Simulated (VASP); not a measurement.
Ni2Ge: single point with PBEsol

The system is Ni2Ge.

```xyz
6
Lattice="3.9718 0.0000 0.0000 -1.9859 3.4397 0.0000 0.0000 0.0000 5.0144" Properties=species:S:1:pos:R:3 pbc="T T T"
Ni    1.9859    1.1466    1.2536
Ni    0.0000    0.0000    2.5072
Ni    0.0000    0.0000    0.0000
Ni    0.0000    2.2931    3.7608
Ge    0.0000    2.2931    1.2536
Ge    1.9859    1.1466    3.7608
```

| Quantity | Value |
| --- | --- |
| Program | VASP 6.6.1 |
| Task | single point |
| Functional | PBEsol |
| Potentials or basis | VASP PAW PBE potentials, release 64 (Ni, Ge_d) |
| Cutoff | 520 eV |
| k mesh | 12 × 12 × 8 |
| Occupations | gaussian, width 0.1 eV |
| Spin | no spin polarisation |
| Dipole correction | no |
| Further INCAR settings | ALGO = Fast; EDIFF = 1e-06; NBANDS = 43 |

```yaml
Pressure: 0.0 GPa
Band_gap_on_the_k_mesh: zero (bands 34 and 35 overlap by 2.78 eV)
```

Stress tensor (GPa, compression positive):
```
 0.05  0.00  0.00
 0.00  0.05  0.00
 0.00  0.00 -0.07
```

Levels at points of the mesh, in eV from the Fermi level:
```csv
k point,band 32,band 33,band 34,band 35,band 36,band 37
"(0.00, 0.00, 0.00)",-0.60,0.14,2.18,2.73,2.73,2.90
"(0.50, 0.00, 0.00)",-1.18,-0.99,-0.66,-0.52,0.69,1.77
"(0.00, 0.00, 0.50)",-1.14,1.44,1.44,3.26,3.26,3.26
"(0.50, 0.00, 0.50)",-1.21,-0.86,-0.86,0.90,0.90,2.55
```

Run time: 2.8 min on 1 thread of Intel(R) Xeon(R) 6975P-C (Granite Rapids), with other jobs on the host, peak memory 0.34 GiB.

Caveat: the PAW data sets were made with another functional, which shifts forces and pressure a little. Spin polarisation is off, so any magnetic state and its effect on volume and gap are missing.
